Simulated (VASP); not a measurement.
# Hg (C2/m) in VASP: a series of runs

The runs below take Hg through single point, with RPBE, PBE.

Everything below comes from runs of VASP 6.6.1. Logs are shortened: lines on timing, memory, paths and dates and some standing lists are left out, and cuts for length are marked.

## (1) The cell of the first run

Symmetry: C2/m, No. 12, monoclinic system. Conventional cell: a = 4.468 Å, b = 4.092 Å, c = 3.060 Å, α = 90.00°, β = 96.54°, γ = 90.00°. Hg (site symmetry 2/m) has 6 Hg at 3.03 to 3.06 Å within 4.0 Å.

## (2) Single point, RPBE

INCAR reads:

```
SYSTEM = Hg
  PREC = Accurate
  ENCUT = 500
  EDIFF = 1E-6
  ISMEAR = 0
  SIGMA = 0.1
  LREAL = .FALSE.
  LASPH = .TRUE.
  NELM = 120
  ALGO = Normal
  ISIF = 2
  LWAVE = .FALSE.
  LCHARG = .FALSE.
  GGA = RP
  NBANDS = 12
  ISYM = 0
  GGA_COMPAT = .FALSE.
```

KPOINTS reads:

```
Automatic mesh
0
Gamma
  4 4 4
  0.95 0.51 0.8
```

POSCAR reads:

```
Hg
1.0
    2.2339762741     -2.0458582601      0.0000000000
    2.2339762741      2.0458582601      0.0000000000
   -0.3487351701      0.0000000000      3.0398006871
Hg
1
Direct
    0.5000000000      0.5000000000      0.5000000000
```

Potentials or basis: VASP PAW PBE potentials, release 64 (Hg).

Started as:

```sh
> cat potpaw_PBE.64/Hg/POTCAR > POTCAR
> mpirun -np 1 vasp_std > vasp.out
```

OUTCAR:

```text
SYSTEM = Hg
   PREC = Accurate
   ENCUT = 500
   EDIFF = 1E-6
   ISMEAR = 0
   LREAL = .FALSE.
   LASPH = .TRUE.
   NELM = 120
   ISIF = 2
   GGA = RP
   ISYM = 0

 ion  position               nearest neighbor table
   1  0.500  0.500  0.500-

IMPORTANT INFORMATION: All symmetrisations will be switched off!
NOSYMM: (Re-)initialisation of all symmetry stuff for point group C_1.

----------------------------------------------------------------------------------------

                                     Primitive cell

  volume of cell :      27.7862

  direct lattice vectors                    reciprocal lattice vectors
     2.233976274 -2.045858260  0.000000000     0.223816164 -0.244396208  0.025676870
     2.233976274  2.045858260  0.000000000     0.223816164  0.244396208  0.025676870
    -0.348735170  0.000000000  3.039800687     0.000000000  0.000000000  0.328968937

  length of vectors
     3.029222015  3.029222015  3.059739276     0.332389054  0.332389054  0.328968937

  position of ions in fractional coordinates (direct lattice)
     0.500000000  0.500000000  0.500000000

  ion indices of the primitive-cell ions
   primitive index   ion index
                 1           1

----------------------------------------------------------------------------------------

 KPOINTS: Automatic mesh

Automatic generation of k-mesh.
 Grid dimensions read from file:
 generate k-points for:    4    4    4

 Generating k-lattice:

  Cartesian coordinates                     Fractional coordinates (reciprocal lattice)
     0.055954041 -0.061099052  0.006419218     0.250000000 -0.000000000  0.000000000
     0.055954041  0.061099052  0.006419218    -0.000000000  0.250000000  0.000000000
     0.000000000  0.000000000  0.082242234     0.000000000  0.000000000  0.250000000

  Length of vectors
     0.083097263  0.083097263  0.082242234

  Shift w.r.t. Gamma in fractional coordinates (k-lattice)
     0.950000000  0.510000000  0.800000000

 Subroutine IBZKPT returns following result:
 ===========================================

 Found    128 irreducible k-points:

 Following reciprocal coordinates:
            Coordinates               Weight
 -0.012500 -0.122500 -0.050000      2.000000
  0.122500  0.012500  0.050000      2.000000
  0.237500 -0.122500 -0.050000      2.000000
  0.122500 -0.237500  0.050000      2.000000
  0.487500 -0.122500 -0.050000      2.000000
  0.122500 -0.487500  0.050000      2.000000
[... 38 lines left out ...]
   LREAL  =      F    real-space projection
   EDIFFG = 0.1E-04   stopping-criterion for IOM
   NSW    =      0    number of steps for IOM
   IBRION =     -1    ionic relax: 0-MD 1-quasi-New 2-CG
   NFREE  =      0    steps in history (QN), initial steepest desc. (CG)
   ISIF   =      2    stress and relaxation
   ISYM   =      0    0-nonsym 1-usesym 2-fastsym
   POTIM  = 0.5000    time-step for ionic-motion
   TEBEG  =    0.0;   TEEND  =   0.0 temperature during run
   PSTRESS=    0.0 pullay stress
   NELECT =      12.0000    total number of electrons
   NUPDOWN=      -1.0000    fix difference up-down
   EMIN   =  10.00;   EMAX   =-10.00  energy-range for DOS
   EFERMI =   0.00;   METHOD = LEGACY
   ISMEAR =     0;   SIGMA  =   0.10  broadening in eV -4-tet -1-fermi 0-gaus
   EFERMI_NEDOS =   21; number of points for ismear=-14 and -15
   IALGO  =     38    algorithm
   IMIX   =      4    mixing-type and parameters
     AMIX     =   0.40;   BMIX     =  1.00
     AMIX_MAG =   1.60;   BMIX_MAG =  1.00
  volume/ion in A,a.u.               =      27.79       187.51
  Fermi-wavevector in a.u.,A,eV,Ry     =   1.237444  2.338430 20.834157  1.531267
  Thomas-Fermi vector in A             =   2.372011
   LORBIT       =      0    0 simple, 1 ext, 2 COOP (PROOUT), +10 PAW based schemes
   GGA     = RP    functional components
   LHFCALC =     F    Hartree Fock is set to
   AEXX    =    0.0000 exact exchange contribution
   IVDW    =     0    specifies the selected vdW correction
   LEPSILON=     F    determine dielectric tensor
   LRPA    =     F    only Hartree local field effects (RPA)
 non-spin polarized calculation
 Gauss-broadening in eV      SIGMA  =   0.10
  energy-cutoff  :      500.00
  volume of cell :       27.79
 maximum number of plane-waves:       716
 NGX is ok and might be reduce to    24
   NGX = 11   NGY = 11   NGZ = 11

 number of electron      12.0000004 magnetization

 Free energy of the ion-electron system (eV)
  ---------------------------------------------------
  ext. energy  EPLUGINS =         0.00000000
  ---------------------------------------------------
  free energy    TOTEN  =         0.27402463 eV

  energy without entropy =        0.27567304  energy(sigma->0) =        0.27484883

 E-fermi :   1.7045     XC(G=0):  -9.7329

 val. band max:        1.6408136479   @ k =  -0.3775   0.2625  -0.4500
 cond. band min:       1.7660467685   @ k =  -0.1275  -0.4875  -0.2000
 fundamental gap:      0.1252331206
 Fermi energy:         1.7044674321

 k-point     1 :      -0.0125   -0.1225   -0.0500
  band No.  band energies     occupation
      1      -6.0380      2.00000
      2      -5.9225      2.00000
      3      -5.7552      2.00000
      4      -4.2262      2.00000
      5      -4.1953      2.00000
      6      -4.1289      2.00000
      7       9.5476      0.00000
      8      11.2530      0.00000
      9      12.4698      0.00000
     10      16.4241      0.00000
     11      17.3074      0.00000
     12      19.4017      0.00000
[... 331 lines left out ...]
 k-point    24 :      -0.3775    0.2625    0.0500
  band No.  band energies     occupation
      1      -5.6412      2.00000
      2      -5.2486      2.00000
      3      -4.7165      2.00000
      4      -4.5688      2.00000
      5      -4.3891      2.00000
      6      -1.5306      2.00000
      7       3.7308      0.00000
      8       7.4842      0.00000
      9      14.6295      0.00000
     10      15.7106      0.00000
     11      16.8106      0.00000
     12      19.5775      0.00000

 [... further k-points ...]
[... 5 lines left out ...]
  --------------------------------------------------------------------------------------
  -------------------------------------------------------------------------------------
  Total        0.7013301      0.4699181      0.7965474     -0.0000000      0.0000000     -0.0593801
  in kB       40.4393232     27.0959007     45.9296384     -0.0000025      0.0000000     -3.4239091
  external PRESSURE =      37.8216208 kB  Pullay stress =       0.0000000 kB

 VOLUME and BASIS-vectors are now :
 -----------------------------------------------------------------------------
  energy-cutoff  :      500.00
  volume of cell :       27.79
      direct lattice vectors                 reciprocal lattice vectors
     2.233976274 -2.045858260  0.000000000     0.223816164 -0.244396208  0.025676870
     2.233976274  2.045858260  0.000000000     0.223816164  0.244396208  0.025676870
    -0.348735170  0.000000000  3.039800687     0.000000000  0.000000000  0.328968937

 POSITION                                       TOTAL-FORCE (eV/Angst)
 -----------------------------------------------------------------------------------
      2.05961      0.00000      1.51990        -0.000000     -0.000000     -0.000000
 -----------------------------------------------------------------------------------
    total drift:                               -0.000000     -0.000000     -0.000000

  FREE ENERGIE OF THE ION-ELECTRON SYSTEM (eV)
  ---------------------------------------------------
  free  energy   TOTEN  =         0.2740246260 eV

  energy  without entropy=        0.2756730371  energy(sigma->0) =        0.27484883
```

OSZICAR:

```text
N       E                     dE             d eps       ncg     rms          rms(c)
DAV:   1     0.741911580361E+02    0.74191E+02   -0.62076E+03  3096   0.912E+02
DAV:   2     0.161761838073E+01   -0.72574E+02   -0.68055E+02  3368   0.225E+02
DAV:   3     0.259134635295E+00   -0.13585E+01   -0.13563E+01  3664   0.344E+01
DAV:   4     0.257504935398E+00   -0.16297E-02   -0.16297E-02  3336   0.124E+00
DAV:   5     0.257501898644E+00   -0.30368E-05   -0.30367E-05  3572   0.505E-02    0.302E+00
DAV:   6     0.274075999078E+00    0.16574E-01   -0.45359E-02  3668   0.241E+00    0.224E+00
DAV:   7     0.274381613323E+00    0.30561E-03   -0.96390E-03  3636   0.977E-01    0.856E-01
DAV:   8     0.274087903905E+00   -0.29371E-03   -0.12060E-03  3124   0.401E-01    0.371E-02
DAV:   9     0.274038263506E+00   -0.49640E-04   -0.34364E-05  3560   0.525E-02    0.155E-02
DAV:  10     0.274024799128E+00   -0.13464E-04   -0.19068E-05  3112   0.382E-02    0.229E-03
DAV:  11     0.274024626033E+00   -0.17310E-06   -0.41603E-07  3400   0.466E-03
   1 F= 0.27402463E+00 E0= 0.27484883E+00  d E =-.164841E-02
```

stdout:

```text
POSCAR found type information on POSCAR Hg
 POSCAR found :  1 types and       1 ions
 scaLAPACK will be used
 -----------------------------------------------------------------------------
|                                                                             |
|                                                                             |
|     You enforced a specific xc type in the INCAR file but a different       |
|     I HOPE YOU KNOW WHAT YOU ARE DOING!                                     |
|                                                                             |
 -----------------------------------------------------------------------------

 LDA part: xc-table for (Slater+PW92), standard interpolation
 POSCAR, INCAR and KPOINTS ok, starting setup
 FFT: planning ... GRIDC
 FFT: planning ... GRID_SOFT
 FFT: planning ... GRID
 WAVECAR not read
 entering main loop
```

Run time: 12 s. Hardware: 1 thread of Intel Xeon Platinum 8488C (Sapphire Rapids), shared host; peak memory 0.16 GiB.

What came out:

```
Free energy            : 0.2740 eV
Pressure               : 3.8 GPa
Band gap on the k mesh : zero (band 6 reaches 3.93 eV, above the bottom of band 7 at 0.85 eV)
```

Stress tensor (GPa, compression positive):
```
 4.04  0.00 -0.34
 0.00  2.71  0.00
-0.34  0.00  4.59
```

Levels at points of the mesh, in eV from the Fermi level:
```tsv
k point	band 3	band 4	band 5	band 6	band 7	band 8	band 9	band 10
(-0.01, -0.12, -0.05)	-7.46	-5.93	-5.90	-5.83	7.84	9.55	10.77	14.72
```

Caveat: the k points lie up to 0.52 Å⁻¹ apart; the PAW data sets were made with another functional, which shifts forces and pressure a little; spin-orbit coupling is left out, which moves the levels of the heavy elements.

## (3) Single point, PBE

INCAR reads:

```
  PREC = Accurate
  ENCUT = 500
  EDIFF = 1E-6
  ISMEAR = 0
  SIGMA = 0.27211386245988
  LREAL = False
  LASPH = True
  NELM = 120
  ALGO = Normal
  ISIF = 2
  LWAVE = False
  LCHARG = False
  GGA = PE
  NBANDS = 12
  GGA_COMPAT = False
```

KPOINTS reads:

```
regular mesh
0
Gamma
  5 5 5
```

POSCAR is that of step 2.

Potentials or basis: VASP PAW PBE potentials, release 64 (Hg).

Started as:

```sh
> cat potpaw_PBE.64/Hg/POTCAR > POTCAR
> mpirun -np 1 vasp_std > vasp.out
```

OUTCAR:

```text
PREC = Accurate
   ENCUT = 500
   EDIFF = 1E-6
   ISMEAR = 0
   LREAL = False
   LASPH = True
   NELM = 120
   ISIF = 2
   GGA = PE

 ion  position               nearest neighbor table
   1  0.500  0.500  0.500-

  LATTYP: Found a base centered monoclinic cell.
 ALAT       =     4.4679525482
 B/A-ratio  =     0.9157922955
 C/A-ratio  =     0.6848191074
 COS(beta)  =    -0.1139754530

  Lattice vectors:

 A1 = (   2.2339762741,  -2.0458582601,   0.0000000000)
 A2 = (   2.2339762741,   2.0458582601,   0.0000000000)
[... 532 lines left out ...]
      4      -4.6858      2.00000
      5      -4.6826      2.00000
      6      -4.2052      2.00000
      7       9.3257      0.00000
      8       9.5274      0.00000
      9       9.7198      0.00000
     10      18.0028      0.00000
     11      18.3621      0.00000
     12      18.3802      0.00000

 [... further k-points ...]
[... 5 lines left out ...]
  --------------------------------------------------------------------------------------
  -------------------------------------------------------------------------------------
  Total        0.1552436      0.2622062      0.2181027      0.0000000      0.0000000      0.0438964
  in kB        8.9514838     15.1190467     12.5759996      0.0000000      0.0000000      2.5311030
  external PRESSURE =      12.2155100 kB  Pullay stress =       0.0000000 kB

 VOLUME and BASIS-vectors are now :
 -----------------------------------------------------------------------------
  energy-cutoff  :      500.00
  volume of cell :       27.79
      direct lattice vectors                 reciprocal lattice vectors
     2.233976274 -2.045858260  0.000000000     0.223816164 -0.244396208  0.025676870
     2.233976274  2.045858260  0.000000000     0.223816164  0.244396208  0.025676870
    -0.348735170  0.000000000  3.039800687     0.000000000  0.000000000  0.328968937

 POSITION                                       TOTAL-FORCE (eV/Angst)
 -----------------------------------------------------------------------------------
      2.05961      0.00000      1.51990         0.000000      0.000000      0.000000
 -----------------------------------------------------------------------------------
    total drift:                               -0.000000     -0.000000     -0.000000

  FREE ENERGIE OF THE ION-ELECTRON SYSTEM (eV)
  ---------------------------------------------------
  free  energy   TOTEN  =        -0.1872828228 eV

  energy  without entropy=       -0.1781396166  energy(sigma->0) =       -0.18271122
```

OSZICAR:

```text
N       E                     dE             d eps       ncg     rms          rms(c)
DAV:   1     0.736682775685E+02    0.73668E+02   -0.61002E+03   936   0.907E+02
DAV:   2     0.110552714001E+01   -0.72563E+02   -0.69449E+02  1036   0.226E+02
DAV:   3    -0.220217321247E+00   -0.13257E+01   -0.13246E+01  1116   0.340E+01
DAV:   4    -0.221697853382E+00   -0.14805E-02   -0.14805E-02  1016   0.119E+00
DAV:   5    -0.221700658443E+00   -0.28051E-05   -0.28050E-05  1112   0.483E-02    0.278E+00
DAV:   6    -0.189503472554E+00    0.32197E-01   -0.85248E-02  1088   0.320E+00    0.218E+00
DAV:   7    -0.187271905634E+00    0.22316E-02   -0.99961E-03  1104   0.942E-01    0.107E+00
DAV:   8    -0.187253098101E+00    0.18808E-04   -0.10101E-03  1008   0.378E-01    0.391E-02
DAV:   9    -0.187273881502E+00   -0.20783E-04   -0.93145E-06  1024   0.277E-02    0.129E-02
DAV:  10    -0.187282872265E+00   -0.89908E-05   -0.89920E-06   960   0.279E-02    0.107E-03
DAV:  11    -0.187282822780E+00    0.49485E-07   -0.66169E-08   628   0.178E-03
   1 F= -.18728282E+00 E0= -.18271122E+00  d E =-.914321E-02
```

stdout:

```text
POSCAR found type information on POSCAR Hg
 POSCAR found :  1 types and       1 ions
 scaLAPACK will be used
 LDA part: xc-table for (Slater+PW92), standard interpolation
 POSCAR, INCAR and KPOINTS ok, starting setup
 FFT: planning ... GRIDC
 FFT: planning ... GRID_SOFT
 FFT: planning ... GRID
 WAVECAR not read
 entering main loop
```

It took 4.6 s on 1 thread of Intel Xeon Platinum 8488C (Sapphire Rapids), shared host; peak memory 0.14 GiB.

What came out:

```
Free energy            : -0.1873 eV
Pressure               : 1.2 GPa
Band gap on the k mesh : zero (band 6 reaches 2.62 eV, above the bottom of band 7 at 1.83 eV)
```

Stress tensor (GPa, compression positive):
```
0.90 0.00 0.25
0.00 1.51 0.00
0.25 0.00 1.26
```

Levels at points of the mesh, in eV from the Fermi level:
```csv
k point,band 2,band 3,band 4,band 5,band 6,band 7,band 8,band 9,band 10,band 11
"(0.00, 0.00, 0.00)",-8.27,-8.22,-6.37,-6.36,-6.33,9.33,9.66,9.75,12.98,14.66
```

Caveat: the k points lie up to 0.42 Å⁻¹ apart; spin-orbit coupling is left out, which moves the levels of the heavy elements.
